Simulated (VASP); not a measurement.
# CdBi2 (P6_3/mmc) in VASP: further runs

Runs on CdBi2. Level: PBE. Tasks: single point, relaxation of cell and atoms.

Everything below comes from runs of VASP 6.6.1. Logs are shortened: lines on timing, memory, paths and dates and some standing lists are left out, and cuts for length are marked.

## (1) The cell of the first run

It takes space group P6_3/mmc (No. 194, hexagonal). The conventional cell has a = 3.625 Å, b = 3.625 Å, c = 14.098 Å, α = 90.00°, β = 90.00°, γ = 120.00°. Cd (site symmetry -6m2) has 6 Bi at 2.71 Å and 6 Cd at 3.62 Å within 3.7 Å. Bi (site symmetry 3m) has 3 Cd at 2.71 Å and 7 Bi at 3.45 to 3.62 Å within 3.7 Å.

## (2) Single point, PBE

INCAR reads:

```
SYSTEM = CdBi2
  ALGO = Fast
  EDIFF = 1E-6
  ENCUT = 520
  GGA = PE
  ISIF = 2
  ISMEAR = 0
  LASPH = .TRUE.
  LCHARG = .TRUE.
  LELF = .TRUE.
  LREAL = .FALSE.
  LVHAR = .TRUE.
  LWAVE = .FALSE.
  NBANDS = 51
  NELM = 100
  PREC = Accurate
  SIGMA = 0.1
```

KPOINTS reads:

```
k-points
0
G
  6 6 2
  0 0 0
```

POSCAR reads:

```
CdBi2
1.0
    3.6246709976      0.0000000000      0.0000000000
   -1.8123354988      3.1390571643      0.0000000000
    0.0000000000      0.0000000000     14.0984838136
Cd Bi
2 4
Direct
    0.3333333333      0.6666666667      0.2500000000
    0.6666666667      0.3333333333      0.7500000000
    0.3333333333      0.6666666667      0.6275000000
    0.6666666667      0.3333333333      0.1275000000
    0.3333333333      0.6666666667      0.8725000000
    0.6666666667      0.3333333333      0.3725000000
```

Potentials or basis: VASP PAW PBE potentials, release 64 (Cd, Bi_d).

Launch:

```
$ cat potpaw_PBE.64/Cd/POTCAR potpaw_PBE.64/Bi_d/POTCAR > POTCAR
$ mpirun -np 1 vasp_std > vasp.out
```

OUTCAR:

```text
SYSTEM = CdBi2
   EDIFF = 1E-6
   ENCUT = 520
   GGA = PE
   ISIF = 2
   ISMEAR = 0
   LASPH = .TRUE.
   LREAL = .FALSE.
   NELM = 100
   PREC = Accurate

 ion  position               nearest neighbor table
   1  0.333  0.667  0.250-   4 2.71   6 2.71   4 2.71   6 2.71   4 2.71   6 2.71
   2  0.667  0.333  0.750-   3 2.71   5 2.71   3 2.71   5 2.71   3 2.71   5 2.71
   3  0.333  0.667  0.627-   2 2.71   2 2.71   2 2.71   5 3.45
   4  0.667  0.333  0.127-   1 2.71   1 2.71   1 2.71   6 3.45
   5  0.333  0.667  0.873-   2 2.71   2 2.71   2 2.71   3 3.45
   6  0.667  0.333  0.373-   1 2.71   1 2.71   1 2.71   4 3.45

  LATTYP: Found a hexagonal cell.
 ALAT       =     3.6246709976
 C/A-ratio  =     3.8895899305

  Lattice vectors:

 A1 = (   3.6246709976,   0.0000000000,   0.0000000000)
 A2 = (  -1.8123354988,   3.1390571643,   0.0000000000)
 A3 = (   0.0000000000,   0.0000000000,  14.0984838136)

Analysis of symmetry for initial positions (statically):
=====================================================================
 Subroutine PRICEL returns:
 Original cell was already a primitive cell.

 Routine SETGRP: Setting up the symmetry group for a
 hexagonal supercell.

 Subroutine GETGRP returns: Found 24 space group operations
 (whereof 12 operations were pure point group operations)
 out of a pool of 24 trial point group operations.

The static configuration has the point symmetry D_3d.
 The point group associated with its full space group is D_6h.

Analysis of symmetry for dynamics (positions and initial velocities):
=====================================================================
 Subroutine PRICEL returns:
 Original cell was already a primitive cell.

 Routine SETGRP: Setting up the symmetry group for a
 hexagonal supercell.

 Subroutine GETGRP returns: Found 24 space group operations
 (whereof 12 operations were pure point group operations)
 out of a pool of 24 trial point group operations.

The dynamic configuration has the point symmetry D_3d.
 The point group associated with its full space group is D_6h.

 Subroutine INISYM returns: Found 24 space group operations
 (whereof 12 operations are pure point group operations),
 and found     1 'primitive' translations

----------------------------------------------------------------------------------------

                                     Primitive cell

  volume of cell :     160.4132

  direct lattice vectors                    reciprocal lattice vectors
     3.624670998  0.000000000  0.000000000     0.275887108  0.159283496  0.000000000
    -1.812335499  3.139057164  0.000000000     0.000000000  0.318566992  0.000000000
     0.000000000  0.000000000 14.098483814     0.000000000  0.000000000  0.070929613

  length of vectors
     3.624670998  3.624670998 14.098483814     0.318566992  0.318566992  0.070929613

  position of ions in fractional coordinates (direct lattice)
     0.333333333  0.666666667  0.250000000
     0.666666667  0.333333333  0.750000000
     0.333333333  0.666666667  0.627500000
     0.666666667  0.333333333  0.127500000
     0.333333333  0.666666667  0.872500000
     0.666666667  0.333333333  0.372500000

  ion indices of the primitive-cell ions
   primitive index   ion index
                 1           1
                 2           2
                 3           3
                 4           4
                 5           5
                 6           6

----------------------------------------------------------------------------------------

 KPOINTS: k-points

Automatic generation of k-mesh.
 Grid dimensions read from file:
 generate k-points for:    6    6    2

 Generating k-lattice:

  Cartesian coordinates                     Fractional coordinates (reciprocal lattice)
     0.045981185  0.026547249  0.000000000     0.166666667  0.000000000  0.000000000
     0.000000000  0.053094499  0.000000000     0.000000000  0.166666667  0.000000000
     0.000000000  0.000000000  0.035464806     0.000000000  0.000000000  0.500000000

  Length of vectors
     0.053094499  0.053094499  0.035464806

  Shift w.r.t. Gamma in fractional coordinates (k-lattice)
     0.000000000  0.000000000  0.000000000

 Subroutine IBZKPT returns following result:
 ===========================================

 Found     14 irreducible k-points:

 Following reciprocal coordinates:
            Coordinates               Weight
  0.000000  0.000000  0.000000      1.000000
  0.166667  0.000000  0.000000      6.000000
  0.333333  0.000000  0.000000      6.000000
  0.500000  0.000000  0.000000      3.000000
  0.166667  0.166667  0.000000      6.000000
  0.333333  0.166667  0.000000     12.000000
  0.333333  0.333333  0.000000      2.000000
  0.000000  0.000000  0.500000      1.000000
  0.166667  0.000000  0.500000      6.000000
  0.333333  0.000000  0.500000      6.000000
  0.500000  0.000000  0.500000      3.000000
  0.166667  0.166667  0.500000      6.000000
  0.333333  0.166667  0.500000     12.000000
  0.333333  0.333333  0.500000      2.000000
   k-points           NKPTS =     14   k-points in BZ     NKDIM =     14   number of bands    NBANDS=     51
   number of dos      NEDOS =    301   number of ions     NIONS =      6
   total plane-waves  NPLWV =  84672
   dimension x,y,z NGX =    28 NGY =   28 NGZ =  108
   dimension x,y,z NGXF=    56 NGYF=   56 NGZF=  216
   ions per type =               2   4
   NGX,Y,Z   is equivalent  to a cutoff of  12.84, 12.84, 12.74 a.u.
   NGXF,Y,Z  is equivalent  to a cutoff of  25.68, 25.68, 25.47 a.u.
 SYSTEM =  CdBi2
   PREC   = accura    normal or accurate (medium, high low for compatibility)
   ISTART =      0    job   : 0-new  1-cont  2-samecut
   ICHARG =      2    charge: 1-file 2-atom 10-const
   ISPIN  =      1    spin polarized calculation?
   LNONCOLLINEAR =      F non collinear calculations
   LSORBIT =      F    spin-orbit coupling
   LASPH  =      T    aspherical Exc in radial PAW
   ENCUT  =  520.0 eV  38.22 Ry    6.18 a.u.   6.74  6.74 26.21*2*pi/ulx,y,z
   NELM   =    100;   NELMIN=  2; NELMDL= -5     # of ELM steps
   EDIFF  = 0.1E-05   stopping-criterion for ELM
   LREAL  =      F    real-space projection
   EDIFFG = 0.1E-04   stopping-criterion for IOM
   NSW    =      0    number of steps for IOM
   IBRION =     -1    ionic relax: 0-MD 1-quasi-New 2-CG
   NFREE  =      0    steps in history (QN), initial steepest desc. (CG)
   ISIF   =      2    stress and relaxation
   ISYM   =      2    0-nonsym 1-usesym 2-fastsym
   POTIM  = 0.5000    time-step for ionic-motion
   TEBEG  =    0.0;   TEEND  =   0.0 temperature during run
   PSTRESS=    0.0 pullay stress
   NELECT =      84.0000    total number of electrons
   NUPDOWN=      -1.0000    fix difference up-down
   EMIN   =  10.00;   EMAX   =-10.00  energy-range for DOS
   EFERMI =   0.00;   METHOD = LEGACY
   ISMEAR =     0;   SIGMA  =   0.10  broadening in eV -4-tet -1-fermi 0-gaus
   EFERMI_NEDOS =   21; number of points for ismear=-14 and -15
   IALGO  =     68    algorithm
   IMIX   =      4    mixing-type and parameters
     AMIX     =   0.40;   BMIX     =  1.00
     AMIX_MAG =   1.60;   BMIX_MAG =  1.00
  volume/ion in A,a.u.               =      26.74       180.42
  Fermi-wavevector in a.u.,A,eV,Ry     =   1.319536  2.493561 23.690121  1.741175
  Thomas-Fermi vector in A             =   2.449427
   LORBIT       =      0    0 simple, 1 ext, 2 COOP (PROOUT), +10 PAW based schemes
   GGA     = PE    functional components
   LHFCALC =     F    Hartree Fock is set to
   AEXX    =    0.0000 exact exchange contribution
   IVDW    =     0    specifies the selected vdW correction
   LEPSILON=     F    determine dielectric tensor
   LRPA    =     F    only Hartree local field effects (RPA)
 non-spin polarized calculation
 RMM-DIIS sequential band-by-band and
 Gauss-broadening in eV      SIGMA  =   0.10
  energy-cutoff  :      520.00
  volume of cell :      160.41
 maximum number of plane-waves:      4349
 NGX is ok and might be reduce to    28
   NGX = 13   NGY = 13   NGZ = 53

 number of electron      84.0000004 magnetization

 Free energy of the ion-electron system (eV)
  ---------------------------------------------------
  ext. energy  EPLUGINS =         0.00000000
  ---------------------------------------------------
  free energy    TOTEN  =       -12.25042192 eV

  energy without entropy =      -12.23296515  energy(sigma->0) =      -12.24169353

 E-fermi :   7.2228     XC(G=0): -10.4622

 val. band max:        7.2018378421   @ k =   0.3333   0.0000   0.0000
 cond. band min:       7.2715977219   @ k =   0.1667   0.0000   0.0000
 fundamental gap:      0.0697598798
 Fermi energy:         7.2227839861

 k-point     1 :       0.0000    0.0000    0.0000
  band No.  band energies     occupation
      1     -16.0263      2.00000
      2     -16.0198      2.00000
      3     -15.9488      2.00000
      4     -15.9488      2.00000
      5     -15.9474      2.00000
      6     -15.9474      2.00000
[... 43 lines left out ...]
     50      14.1830      0.00000
     51      14.2422      0.00000

 k-point     2 :       0.1667    0.0000    0.0000
  band No.  band energies     occupation
      1     -16.0131      2.00000
      2     -16.0069      2.00000
      3     -15.9624      2.00000
      4     -15.9585      2.00000
      5     -15.9483      2.00000
      6     -15.9460      2.00000
[... 43 lines left out ...]
     50      13.2249      0.00000
     51      13.9712      0.00000

 k-point     3 :       0.3333    0.0000    0.0000
  band No.  band energies     occupation
      1     -16.0034      2.00000
      2     -15.9993      2.00000
      3     -15.9844      2.00000
      4     -15.9722      2.00000
      5     -15.9570      2.00000
      6     -15.9553      2.00000
[... 43 lines left out ...]
     50      12.2029      0.00000
     51      12.4395      0.00000
[... 487 lines left out ...]
 k-point    13 :       0.3333    0.1667    0.5000
  band No.  band energies     occupation
      1     -15.9949      2.00000
      2     -15.9949      2.00000
      3     -15.9726      2.00000
      4     -15.9726      2.00000
      5     -15.9570      2.00000
      6     -15.9570      2.00000
[... 43 lines left out ...]
     50      12.0334      0.00000
     51      13.1957      0.00000

 k-point    14 :       0.3333    0.3333    0.5000
  band No.  band energies     occupation
      1     -15.9854      2.00000
      2     -15.9854      2.00000
      3     -15.9700      2.00000
      4     -15.9700      2.00000
      5     -15.9581      2.00000
      6     -15.9581      2.00000
[... 43 lines left out ...]
     50      10.9048      0.00000
     51      13.2447      0.00000

------------------------ aborting loop because EDIFF is reached ----------------------------------------

  FORCE on cell =-STRESS in cart. coord.  units (eV):
  Direction    XX          YY          ZZ          XY          YZ          ZX
  --------------------------------------------------------------------------------------
  -------------------------------------------------------------------------------------
  Total       23.7392800     23.7392800     19.8422922      0.0000000      0.0000000      0.0000000
  in kB      237.1034637    237.1034637    198.1810822      0.0000000      0.0000000      0.0000000
  external PRESSURE =     224.1293365 kB  Pullay stress =       0.0000000 kB

 VOLUME and BASIS-vectors are now :
 -----------------------------------------------------------------------------
  energy-cutoff  :      520.00
  volume of cell :      160.41
      direct lattice vectors                 reciprocal lattice vectors
     3.624670998  0.000000000  0.000000000     0.275887108  0.159283496  0.000000000
    -1.812335499  3.139057164  0.000000000     0.000000000  0.318566992  0.000000000
     0.000000000  0.000000000 14.098483814     0.000000000  0.000000000  0.070929613

 POSITION                                       TOTAL-FORCE (eV/Angst)
 -----------------------------------------------------------------------------------
     -0.00000      2.09270      3.52462        -0.000000      0.000000     -0.000000
      1.81234      1.04635     10.57386         0.000000     -0.000000     -0.000000
     -0.00000      2.09270      8.84680         0.000000      0.000000     -3.144842
      1.81234      1.04635      1.79756        -0.000000     -0.000000     -3.144842
     -0.00000      2.09270     12.30093         0.000000      0.000000      3.144842
      1.81234      1.04635      5.25169         0.000000     -0.000000      3.144842
 -----------------------------------------------------------------------------------
    total drift:                               -0.000000      0.000000      0.000000

  FREE ENERGIE OF THE ION-ELECTRON SYSTEM (eV)
  ---------------------------------------------------
  free  energy   TOTEN  =       -12.2504219176 eV

  energy  without entropy=      -12.2329651496  energy(sigma->0) =      -12.24169353
```

It took 59 s on 1 thread of Intel Xeon 6975P-C (Granite Rapids), shared host; peak memory 0.31 GiB.

Results:

| Property | Result |
| --- | --- |
| Free energy | -12.2504 eV |
| Pressure | 22.4 GPa |
| Largest force | 3.145 eV/Å |
| Band gap on the k mesh | zero (bands 42 and 43 overlap by 4.99 eV) |

Forces on the atoms (eV/Å):
```
Cd   0.000  0.000  0.000
Cd   0.000  0.000  0.000
Bi   0.000  0.000 -3.145
Bi   0.000  0.000 -3.145
Bi   0.000  0.000  3.145
Bi   0.000  0.000  3.145
```

Stress tensor (GPa, compression positive):
```
23.71  0.00  0.00
 0.00 23.71  0.00
 0.00  0.00 19.82
```

Levels at points of the mesh, in eV from the Fermi level:
| k point | band 39 | band 40 | band 41 | band 42 | band 43 | band 44 | band 45 | band 46 |
| --- | --- | --- | --- | --- | --- | --- | --- | --- |
| (0.00, 0.00, 0.00) | 2.55 | 2.55 | 2.73 | 2.73 | 3.43 | 3.50 | 3.50 | 3.75 |
| (0.50, 0.00, 0.00) | -3.29 | -2.64 | -0.58 | -0.34 | 0.35 | 1.12 | 1.56 | 1.91 |
| (0.00, 0.00, 0.50) | 2.63 | 2.63 | 2.63 | 2.63 | 3.64 | 3.64 | 3.64 | 3.64 |
| (0.50, 0.00, 0.50) | -2.91 | -2.91 | -0.47 | -0.47 | 0.57 | 0.57 | 1.84 | 1.84 |

Caveat: the cell stands under pressure; spin-orbit coupling is left out, which moves the levels of the heavy elements; forces of over 1 eV/Å act on the atoms, so gaps and moduli don't describe the material at rest.

## (3) Single point, PBE

This run uses another cell than the first one, of 30.20 Å³/atom.

INCAR reads:

```
SYSTEM = CdBi2
PREC = Accurate ; ENCUT = 520
EDIFF = 1E-7 ; ISMEAR = 0
SIGMA = 0.1 ; LREAL = .FALSE.
LASPH = .TRUE. ; NELM = 100
ALGO = Fast ; ISIF = 2
LWAVE = .FALSE. ; LCHARG = .FALSE.
GGA = PE ; NBANDS = 51
```

KPOINTS reads:

```
Automatic mesh
0
G
  6 6 2
  0 0 0
```

POSCAR reads:

```
CdBi2
1.0
    3.8416884053      0.0000000000      0.0000000000
   -1.9208442027      3.3269997524      0.0000000000
    0.0000000000      0.0000000000     14.1753957729
Cd Bi
2 4
Direct
    0.3333333333      0.6666666667      0.2500000000
    0.6666666667      0.3333333333      0.7500000000
    0.3333333333      0.6666666667      0.5940791972
    0.6666666667      0.3333333333      0.0940791972
    0.3333333333      0.6666666667      0.9059208028
    0.6666666667      0.3333333333      0.4059208028
```

Potentials or basis: VASP PAW PBE potentials, release 64 (Cd, Bi_d).

Launch:

```
$ cat potpaw_PBE.64/Cd/POTCAR potpaw_PBE.64/Bi_d/POTCAR > POTCAR
$ mpirun -np 1 vasp_std > vasp.out
```

Wall time 87 s (1 thread of Intel Xeon 6975P-C (Granite Rapids), shared host); peak memory 0.35 GiB.

It converged, with:

* Free energy: -15.9880 eV
* Pressure: 0.0 GPa
* Largest force: 0.014 eV/Å
* Band gap on the k mesh: zero (bands 42 and 43 overlap by 3.81 eV)

Forces on the atoms (eV/Å):
```
Cd   0.000  0.000  0.000
Cd   0.000  0.000  0.000
Bi   0.000  0.000 -0.014
Bi   0.000  0.000 -0.014
Bi   0.000  0.000  0.014
Bi   0.000  0.000  0.014
```

Stress tensor (GPa, compression positive):
```
-0.06  0.00  0.00
 0.00 -0.06  0.00
 0.00  0.00  0.15
```

Levels at points of the mesh, in eV from the Fermi level:
| k point | band 40 | band 41 | band 42 | band 43 | band 44 | band 45 |
| --- | --- | --- | --- | --- | --- | --- |
| (0.00, 0.00, 0.00) | 1.85 | 1.94 | 2.09 | 2.09 | 2.78 | 2.78 |
| (0.50, 0.00, 0.00) | -1.67 | -0.43 | -0.39 | 0.03 | 0.17 | 0.98 |
| (0.00, 0.00, 0.50) | 1.95 | 1.95 | 1.95 | 2.96 | 2.96 | 2.96 |
| (0.50, 0.00, 0.50) | -2.14 | -0.26 | -0.26 | -0.18 | -0.18 | 1.54 |

Caveat: spin-orbit coupling is left out, which moves the levels of the heavy elements.

(Continued in part 2 of 2.)
